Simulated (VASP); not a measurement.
# NaF (Villiaumite) (Fm-3m) in VASP: notebook

Runs on NaF (Villiaumite). Level: PBEsol. Tasks: relaxation of cell and atoms, single point.

All numbers are computed with VASP 6.6.1; they aren't measurements. Logs are shortened: lines on timing, memory, paths and dates and some standing lists are left out, and cuts for length are marked.

### 1 The cell of the first run

It takes space group Fm-3m (No. 225, cubic). The conventional cell has a = 4.640 Å, b = 4.640 Å, c = 4.640 Å, α = 90.00°, β = 90.00°, γ = 90.00°. Na (site symmetry m-3m) has 6 F at 2.32 Å within 3.1 Å. F (site symmetry m-3m) has 6 Na at 2.32 Å within 3.1 Å.

### 2 Relaxation of cell and atoms, PBEsol

INCAR reads:

```
SYSTEM = NaF
PREC = Accurate
ENCUT = 600
EDIFF = 1E-6
ISMEAR = 0
SIGMA = 0.02
LREAL = .FALSE.
LASPH = .TRUE.
NELM = 60
ALGO = Normal
ISIF = 3
LWAVE = .FALSE.
LCHARG = .FALSE.
GGA = PS
IBRION = 2
NSW = 100
EDIFFG = -0.005
```

KPOINTS reads:

```
Automatic mesh
0
G
  8 8 8
  0 0 0
```

POSCAR reads:

```
NaF
1.0
    0.0000000000      2.3200000000      2.3200000000
    2.3200000000      0.0000000000      2.3200000000
    2.3200000000      2.3200000000      0.0000000000
Na F
1 1
Direct
    0.0000000000      0.0000000000      0.0000000000
    0.5000000000      0.5000000000      0.5000000000
```

Potentials or basis: VASP PAW PBE potentials, release 64 (Na_pv, F).

Run with:

```sh
$ cat potpaw_PBE.64/Na_pv/POTCAR potpaw_PBE.64/F/POTCAR > POTCAR
$ mpirun -np 1 vasp_std > vasp.out
```

OUTCAR:

```text
SYSTEM = NaF
   PREC = Accurate
   ENCUT = 600
   EDIFF = 1E-6
   ISMEAR = 0
   LREAL = .FALSE.
   LASPH = .TRUE.
   NELM = 60
   ISIF = 3
   GGA = PS
   IBRION = 2
   NSW = 100
   EDIFFG = -0.005

 ion  position               nearest neighbor table
   1  0.000  0.000  0.000-   2 2.32   2 2.32   2 2.32   2 2.32   2 2.32   2 2.32
   2  0.500  0.500  0.500-   1 2.32   1 2.32   1 2.32   1 2.32   1 2.32   1 2.32

  LATTYP: Found a face centered cubic cell.
 ALAT       =     4.6400000000

  Lattice vectors:

 A1 = (   0.0000000000,   2.3200000000,   2.3200000000)
 A2 = (   2.3200000000,   0.0000000000,   2.3200000000)
 A3 = (   2.3200000000,   2.3200000000,   0.0000000000)

Analysis of symmetry for initial positions (statically):
=====================================================================
 Subroutine PRICEL returns:
 Original cell was already a primitive cell.

 Routine SETGRP: Setting up the symmetry group for a
 face centered cubic supercell.

 Subroutine GETGRP returns: Found 48 space group operations
 (whereof 48 operations were pure point group operations)
 out of a pool of 48 trial point group operations.

The static configuration has the point symmetry O_h .

Analysis of symmetry for dynamics (positions and initial velocities):
=====================================================================
 Subroutine PRICEL returns:
 Original cell was already a primitive cell.

 Routine SETGRP: Setting up the symmetry group for a
 face centered cubic supercell.

 Subroutine GETGRP returns: Found 48 space group operations
 (whereof 48 operations were pure point group operations)
 out of a pool of 48 trial point group operations.

The dynamic configuration has the point symmetry O_h .

 Subroutine INISYM returns: Found 48 space group operations
 (whereof 48 operations are pure point group operations),
 and found     1 'primitive' translations

----------------------------------------------------------------------------------------

                                     Primitive cell

  volume of cell :      24.9743

  direct lattice vectors                    reciprocal lattice vectors
     0.000000000  2.320000000  2.320000000    -0.215517241  0.215517241  0.215517241
     2.320000000  0.000000000  2.320000000     0.215517241 -0.215517241  0.215517241
     2.320000000  2.320000000  0.000000000     0.215517241  0.215517241 -0.215517241

  length of vectors
     3.280975465  3.280975465  3.280975465     0.373286812  0.373286812  0.373286812

  position of ions in fractional coordinates (direct lattice)
     0.000000000  0.000000000  0.000000000
     0.500000000  0.500000000  0.500000000

  ion indices of the primitive-cell ions
   primitive index   ion index
                 1           1
                 2           2

----------------------------------------------------------------------------------------

 KPOINTS: Automatic mesh

Automatic generation of k-mesh.
 Grid dimensions read from file:
 generate k-points for:    8    8    8

 Generating k-lattice:

  Cartesian coordinates                     Fractional coordinates (reciprocal lattice)
    -0.026939655  0.026939655  0.026939655     0.125000000  0.000000000  0.000000000
     0.026939655 -0.026939655  0.026939655     0.000000000  0.125000000  0.000000000
     0.026939655  0.026939655 -0.026939655     0.000000000  0.000000000  0.125000000

  Length of vectors
     0.046660851  0.046660851  0.046660851

  Shift w.r.t. Gamma in fractional coordinates (k-lattice)
     0.000000000  0.000000000  0.000000000

 Subroutine IBZKPT returns following result:
 ===========================================

 Found     29 irreducible k-points:

 Following reciprocal coordinates:
            Coordinates               Weight
  0.000000  0.000000  0.000000      1.000000
  0.125000  0.000000  0.000000      8.000000
  0.250000  0.000000  0.000000      8.000000
  0.375000  0.000000  0.000000      8.000000
  0.500000  0.000000  0.000000      4.000000
  0.125000  0.125000  0.000000      6.000000
[... 16 lines left out ...]
  0.500000  0.250000  0.125000     48.000000
 -0.375000  0.250000  0.125000     24.000000
 [... further k-points ...]
   k-points           NKPTS =     29   k-points in BZ     NKDIM =     29   number of bands    NBANDS=     11
   number of dos      NEDOS =    301   number of ions     NIONS =      2
   total plane-waves  NPLWV =  21952
   dimension x,y,z NGX =    28 NGY =   28 NGZ =   28
   dimension x,y,z NGXF=    56 NGYF=   56 NGZF=   56
   ions per type =               1   1
   NGX,Y,Z   is equivalent  to a cutoff of  14.19, 14.19, 14.19 a.u.
   NGXF,Y,Z  is equivalent  to a cutoff of  28.38, 28.38, 28.38 a.u.
 SYSTEM =  NaF
   PREC   = accura    normal or accurate (medium, high low for compatibility)
   ISTART =      0    job   : 0-new  1-cont  2-samecut
   ICHARG =      2    charge: 1-file 2-atom 10-const
   ISPIN  =      1    spin polarized calculation?
   LNONCOLLINEAR =      F non collinear calculations
   LSORBIT =      F    spin-orbit coupling
   LASPH  =      T    aspherical Exc in radial PAW
   ENCUT  =  600.0 eV  44.10 Ry    6.64 a.u.   6.55  6.55  6.55*2*pi/ulx,y,z
   NELM   =     60;   NELMIN=  2; NELMDL= -5     # of ELM steps
   EDIFF  = 0.1E-05   stopping-criterion for ELM
   LREAL  =      F    real-space projection
   EDIFFG = -.5E-02   stopping-criterion for IOM
   NSW    =    100    number of steps for IOM
   IBRION =      2    ionic relax: 0-MD 1-quasi-New 2-CG
   NFREE  =      1    steps in history (QN), initial steepest desc. (CG)
   ISIF   =      3    stress and relaxation
   ISYM   =      2    0-nonsym 1-usesym 2-fastsym
   POTIM  = 0.5000    time-step for ionic-motion
   TEBEG  =    0.0;   TEEND  =   0.0 temperature during run
   PSTRESS=    0.0 pullay stress
   NELECT =      14.0000    total number of electrons
   NUPDOWN=      -1.0000    fix difference up-down
   EMIN   =  10.00;   EMAX   =-10.00  energy-range for DOS
   EFERMI =   0.00;   METHOD = LEGACY
   ISMEAR =     0;   SIGMA  =   0.02  broadening in eV -4-tet -1-fermi 0-gaus
   EFERMI_NEDOS =   21; number of points for ismear=-14 and -15
   IALGO  =     38    algorithm
   IMIX   =      4    mixing-type and parameters
     AMIX     =   0.40;   BMIX     =  1.00
     AMIX_MAG =   1.60;   BMIX_MAG =  1.00
  volume/ion in A,a.u.               =      12.49        84.27
  Fermi-wavevector in a.u.,A,eV,Ry     =   1.349852  2.550851 24.791186  1.822101
  Thomas-Fermi vector in A             =   2.477405
   LORBIT       =      0    0 simple, 1 ext, 2 COOP (PROOUT), +10 PAW based schemes
   GGA     = PS    functional components
   LHFCALC =     F    Hartree Fock is set to
   AEXX    =    0.0000 exact exchange contribution
   IVDW    =     0    specifies the selected vdW correction
   LEPSILON=     F    determine dielectric tensor
   LRPA    =     F    only Hartree local field effects (RPA)
 conjugate gradient relaxation of ions
 non-spin polarized calculation
 Gauss-broadening in eV      SIGMA  =   0.02
  energy-cutoff  :      600.00
  volume of cell :       24.97
 maximum number of plane-waves:       869
 NGX is ok and might be reduce to    28
   NGX = 13   NGY = 13   NGZ = 13

--------------------------------------- Ionic step        1  -------------------------------------------

 number of electron      14.0000006 magnetization

 Free energy of the ion-electron system (eV)
  ---------------------------------------------------
  ext. energy  EPLUGINS =         0.00000000
  ---------------------------------------------------
  free energy    TOTEN  =        -8.77063634 eV

  energy without entropy =       -8.77063634  energy(sigma->0) =       -8.77063634

------------------------ aborting loop because EDIFF is reached ----------------------------------------

  FORCE on cell =-STRESS in cart. coord.  units (eV):
  Direction    XX          YY          ZZ          XY          YZ          ZX
  --------------------------------------------------------------------------------------
  -------------------------------------------------------------------------------------
  Total       -0.0769128     -0.0769128     -0.0769128     -0.0000000      0.0000000     -0.0000000
  in kB       -4.9341807     -4.9341807     -4.9341807     -0.0000000      0.0000000     -0.0000000
  external PRESSURE =      -4.9341807 kB  Pullay stress =       0.0000000 kB

 VOLUME and BASIS-vectors are now :
 -----------------------------------------------------------------------------
  energy-cutoff  :      600.00
  volume of cell :       24.97
      direct lattice vectors                 reciprocal lattice vectors
     0.000000000  2.320000000  2.320000000    -0.215517241  0.215517241  0.215517241
     2.320000000  0.000000000  2.320000000     0.215517241 -0.215517241  0.215517241
     2.320000000  2.320000000  0.000000000     0.215517241  0.215517241 -0.215517241
[... 37 lines left out ...]
 POSITION                                       TOTAL-FORCE (eV/Angst)
 -----------------------------------------------------------------------------------
      4.63139      4.63139      4.63139         0.000000     -0.000000     -0.000000
      2.31570      2.31570      2.31570        -0.000000      0.000000      0.000000
 -----------------------------------------------------------------------------------
    total drift:                                0.000000      0.000000      0.000000

  FREE ENERGIE OF THE ION-ELECTRON SYSTEM (eV)
  ---------------------------------------------------
  free  energy   TOTEN  =        -8.7709114708 eV

  energy  without entropy=       -8.7709114708  energy(sigma->0) =       -8.77091147

--------------------------------------- Ionic step        3  -------------------------------------------

 number of electron      14.0000006 magnetization

 Free energy of the ion-electron system (eV)
  ---------------------------------------------------
  ext. energy  EPLUGINS =         0.00000000
  ---------------------------------------------------
  free energy    TOTEN  =        -8.77095559 eV

  energy without entropy =       -8.77095559  energy(sigma->0) =       -8.77095559

 E-fermi :  -2.0002     XC(G=0):  -9.3525

 val. band max:       -2.1627770278   @ k =   0.0000   0.0000   0.0000
 cond. band min:       4.0196966233   @ k =   0.0000   0.0000   0.0000
 fundamental gap:      6.1824736511
 Fermi energy:        -2.0002371738

 k-point     1 :       0.0000    0.0000    0.0000
  band No.  band energies     occupation
      1     -21.2265      2.00000
      2     -20.9195      2.00000
      3     -20.9195      2.00000
      4     -20.9195      2.00000
      5      -2.1628      2.00000
      6      -2.1628      2.00000
      7      -2.1628      2.00000
      8       4.0197      0.00000
      9      16.7093      0.00000
     10      16.7093      0.00000
     11      16.7093      0.00000

 k-point     2 :       0.1250    0.0000    0.0000
  band No.  band energies     occupation
      1     -21.4088      2.00000
      2     -20.9213      2.00000
      3     -20.9213      2.00000
      4     -20.7160      2.00000
      5      -2.4669      2.00000
      6      -2.2016      2.00000
      7      -2.2016      2.00000
      8       4.5718      0.00000
      9      14.9283      0.00000
     10      16.9494      0.00000
     11      16.9494      0.00000
[... 295 lines left out ...]
 k-point    24 :      -0.3750    0.2500    0.1250
  band No.  band energies     occupation
      1     -21.6660      2.00000
      2     -20.9764      2.00000
      3     -20.9518      2.00000
      4     -20.3087      2.00000
      5      -3.5019      2.00000
      6      -2.7536      2.00000
      7      -2.5064      2.00000
      8       9.4763      0.00000
      9      10.4369      0.00000
     10      14.8930      0.00000
     11      16.7329      0.00000

 [... further k-points ...]
[... 5 lines left out ...]
  --------------------------------------------------------------------------------------
  -------------------------------------------------------------------------------------
  Total        0.0011077      0.0011077      0.0011077     -0.0000000      0.0000000      0.0000000
  in kB        0.0716120      0.0716120      0.0716120     -0.0000000      0.0000000      0.0000000
  external PRESSURE =       0.0716120 kB  Pullay stress =       0.0000000 kB

 VOLUME and BASIS-vectors are now :
 -----------------------------------------------------------------------------
  energy-cutoff  :      600.00
  volume of cell :       24.78
      direct lattice vectors                 reciprocal lattice vectors
    -0.000000000  2.314068075  2.314068075    -0.216069702  0.216069702  0.216069702
     2.314068075  0.000000000  2.314068075     0.216069702 -0.216069702  0.216069702
     2.314068075  2.314068075 -0.000000000     0.216069702  0.216069702 -0.216069702

 POSITION                                       TOTAL-FORCE (eV/Angst)
 -----------------------------------------------------------------------------------
      0.00000      0.00000      0.00000         0.000000      0.000000      0.000000
      2.31407      2.31407      2.31407        -0.000000     -0.000000     -0.000000
 -----------------------------------------------------------------------------------
    total drift:                                0.000000      0.000000      0.000000

  FREE ENERGIE OF THE ION-ELECTRON SYSTEM (eV)
  ---------------------------------------------------
  free  energy   TOTEN  =        -8.7709555929 eV

  energy  without entropy=       -8.7709555929  energy(sigma->0) =       -8.77095559

 reached required accuracy - stopping structural energy minimisation
```

Run time: 17 s. Hardware: 1 thread of AMD EPYC 7R43 (Zen 3), shared host; peak memory 0.12 GiB.

Results:

```
Free energy                            : -8.7710 eV
Relaxed volume                         : 12.39 Å³/atom
Relaxed cell                           : a = 3.273 Å, b = 3.273 Å, c = 3.273 Å, α = 60.00°, β = 60.00°, γ = 60.00°
Space group after relaxing (to 0.05 Å) : Fm-3m (No. 225)
Energy gained by relaxing              : 0.2 meV/atom
Ionic steps                            : 3
Pressure after relaxing                : 0.0 GPa
Band gap on the k mesh                 : 6.18 eV, direct
```

The path:
| step | energy change (eV) | largest force (eV/Å) | pressure (GPa) | volume (Å³) |
| --- | --- | --- | --- | --- |
| 1 | 0.0000 | 0.0000 | -0.49 | 24.97 |
| 2 | -0.0003 | 0.0000 | -0.14 | 24.84 |
| 3 | -0.0003 | 0.0000 | 0.01 | 24.78 |

Final structure:
```yaml
crystal:
  lattice:
    - [0.00000, 2.31407, 2.31407]
    - [2.31407, 0.00000, 2.31407]
    - [2.31407, 2.31407, 0.00000]
  atoms:
    - { symbol: Na, position: [0.00000, 0.00000, 0.00000] }
    - { symbol: F, position: [0.50000, 0.50000, 0.50000] }
```

Levels at points of the mesh, in eV from the valence-band top:
| k point | band 5 | band 6 | band 7 | band 8 | band 9 | band 10 |
| --- | --- | --- | --- | --- | --- | --- |
| (0.00, 0.00, 0.00) | 0.00 | 0.00 | 0.00 | 6.18 | 18.87 | 18.87 |
| (0.50, 0.00, 0.00) | -1.63 | -0.26 | -0.26 | 10.63 | 12.37 | 20.02 |
| (0.50, 0.50, 0.00) | -1.30 | -0.41 | -0.41 | 13.01 | 13.11 | 13.57 |

Caveat: the PAW data sets were made with another functional, which shifts forces and pressure a little.

### 3 Single point, PBEsol

This run uses another cell than the first one, of 12.41 Å³/atom, 0.994 times its volume.

INCAR reads:

```
ALGO = Normal
EDIFF = 1E-6
ENCUT = 520
GGA = PS
ISIF = 2
ISMEAR = 0
LASPH = True
LCHARG = True
LELF = True
LREAL = False
LVHAR = True
LWAVE = False
NBANDS = 14
NELM = 60
PREC = Accurate
SIGMA = 0.02
```

KPOINTS reads:

```
k-points
0
Gamma
  8 8 8
```

POSCAR reads:

```
NaF
1.0
    0.0000000000      2.3151008415      2.3151008415
    2.3151008415      0.0000000000      2.3151008415
    2.3151008415      2.3151008415      0.0000000000
Na F
1 1
Direct
    0.0000000000      0.0000000000      0.0000000000
    0.5000000000      0.5000000000      0.5000000000
```

Potentials or basis: VASP PAW PBE potentials, release 64 (Na_pv, F).

Run with:

```sh
$ cat potpaw_PBE.64/Na_pv/POTCAR potpaw_PBE.64/F/POTCAR > POTCAR
$ mpirun -np 1 vasp_std > vasp.out
```

Run time: 7.1 s. Hardware: 1 thread of Intel Xeon Platinum 8488C (Sapphire Rapids), shared host; peak memory 0.13 GiB.

Results (log left out):

* Free energy: -8.7688 eV
* Pressure: -0.1 GPa
* Band gap on the k mesh: 6.17 eV, direct

Levels at points of the mesh, in eV from the valence-band top:
| k point | band 4 | band 5 | band 6 | band 7 | band 8 | band 9 | band 10 | band 11 |
| --- | --- | --- | --- | --- | --- | --- | --- | --- |
| (0.00, 0.00, 0.00) | -18.76 | 0.00 | 0.00 | 0.00 | 6.17 | 18.86 | 18.86 | 18.86 |
| (0.50, 0.00, 0.00) | -18.01 | -1.62 | -0.26 | -0.26 | 10.62 | 12.35 | 20.01 | 20.01 |
| (0.50, 0.50, 0.00) | -18.80 | -1.30 | -0.41 | -0.41 | 13.00 | 13.10 | 13.55 | 19.67 |

Caveat: the PAW data sets were made with another functional, which shifts forces and pressure a little.

(Part 1 of 2 ends here.)
